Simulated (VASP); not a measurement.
TeW, 2 atoms in the cell. Symmetry: F-43m, No. 216, cubic system. Conventional cell: a = 6.048 Å, b = 6.048 Å, c = 6.048 Å, α = 90.00°, β = 90.00°, γ = 90.00°. Within 3.5 Å of W (site symmetry -43m) lie 4 Te at 2.62 Å. Within 3.5 Å of Te (site symmetry -43m) lie 4 W at 2.62 Å. 

```yaml
Program: VASP 6.6.1
Task: single point
Functional: PBEsol
Potentials_or_basis: VASP PAW PBE potentials, release 64 (W_sv, Te)
Cutoff: 520 eV
k_mesh: 12 × 12 × 12
Occupations: gaussian, width 0.1 eV
Spin: collinear spin, ferromagnetic start
Starting_moments: "[2.5, 0.0] μB"
Dipole_correction: no
Further_INCAR_settings: ALGO = Normal; EDIFF = 1e-07; NBANDS = 21
```

Potentials or basis: VASP PAW PBE potentials, release 64 (W_sv, Te).

Launch:

```console
$ cat potpaw_PBE.64/W_sv/POTCAR potpaw_PBE.64/Te/POTCAR > POTCAR
$ mpirun -np 1 vasp_std > vasp.out
```

Hardware: 1 thread of Intel(R) Xeon(R) 6975P-C (Granite Rapids) (shared host).

Question: How long does it take, and how much memory?

Answer: Run time: 55 s on 1 thread of Intel(R) Xeon(R) 6975P-C (Granite Rapids), on a shared host, peak memory 0.29 GiB. Counts: scf iterations 16, k points 72.
